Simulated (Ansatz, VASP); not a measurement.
## Two plane-wave programs on BiBrO

```xyz
6
Lattice="3.9473 0.0000 0.0000 0.0000 3.9473 0.0000 0.0000 0.0000 7.4924" Properties=species:S:1:pos:R:3 pbc="T T T"
Bi    0.0000    1.9736    1.1805
Bi    1.9736    0.0000    6.3119
Br    0.0000    1.9736    4.8830
Br    1.9736    0.0000    2.6094
O     0.0000    0.0000    0.0000
O     1.9736    1.9736    0.0000
```

Alike in both runs: task single point; functional LDA; k mesh 8 × 8 × 4; occupations gaussian, width 0.05 eV; no spin polarisation.

|  | VASP | Ansatz |
| --- | --- | --- |
| version | VASP 6.6.1 | Ansatz 0.2.0 |
| potentials or method | VASP PAW LDA potentials, release 64 (Bi_d, Br, O), cutoff 520 eV | scalar-relativistic, plane waves, PAW |
| valence electrons in the cell | 56 | 56 |

|  | VASP | Ansatz | Ansatz less VASP |
| --- | --- | --- | --- |
| gap on the k mesh at the Fermi level (eV) | 1.81 | 1.82 | +0.012 |
| least direct gap on the mesh (eV) | 1.94 | 1.94 | +0.009 |
| pressure (GPa) | 1.1 | 0.7 | -0.33 |
| traceless stress, the component that is largest in VASP (GPa) | 1.98 | 2.05 | +0.070 |
| rms of the force components (eV/Å) | 0.197 | 0.170 | -0.0275 |

LDA's correlation is that of Perdew and Zunger in VASP and of Perdew and Wang (1992) in Ansatz. Atom by atom the forces differ by 0.028 eV/Å (rms over components).

Neither program's run includes spin-orbit coupling.
